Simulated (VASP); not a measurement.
Set up this calculation in VASP 6.6.1, as the native input.

```yaml
Task: single point
Functional: PBE
Potentials_or_basis: VASP PAW PBE potentials, release 64 (Rb_sv, Re)
Cutoff: 520 eV
k_mesh: 12 × 12 × 16
Occupations: gaussian, width 0.1 eV
Spin: no spin polarisation
Dipole_correction: no
Further_INCAR_settings: ALGO = Fast; EDIFF = 1e-06; NBANDS = 20
```

The structure of Rb2Re lies in POSCAR:

```
Rb2Re
1.0
    6.1394788611      0.0000000000      0.0000000000
   -3.0697394305      5.3169446597      0.0000000000
    0.0000000000      0.0000000000      2.8572071155
Rb Re
2 1
Direct
    0.3333333333      0.6666666667      0.5000000000
    0.6666666667      0.3333333333      0.5000000000
    0.0000000000      0.0000000000      0.0000000000
```

These files were run (other wordings do the same):

INCAR

```
  PREC = Accurate
  ENCUT = 520
  EDIFF = 1E-6
  ISMEAR = 0
  SIGMA = 0.1
  LREAL = False
  LASPH = True
  NELM = 80
  ALGO = Fast
  ISIF = 2
  LWAVE = False
  LCHARG = False
  GGA = PE
  NBANDS = 20
```

KPOINTS

```
Automatic mesh
0
Gamma
  12 12 16
```

Potentials or basis: VASP PAW PBE potentials, release 64 (Rb_sv, Re).

Command:

```sh
$ cat potpaw_PBE.64/Rb_sv/POTCAR potpaw_PBE.64/Re/POTCAR > POTCAR
$ mpirun -np 1 vasp_std > vasp.out
```

Results of the run:

```
Pressure               : 0.1 GPa
Band gap on the k mesh : zero (an odd number of electrons rules out a gap without spin polarisation)
```

Caveat: spin-orbit coupling is left out, which moves the levels of the heavy elements.

Wall time 6.1 min on 1 thread of Intel(R) Xeon(R) 6975P-C (Granite Rapids) (shared host), peak memory 0.46 GiB.
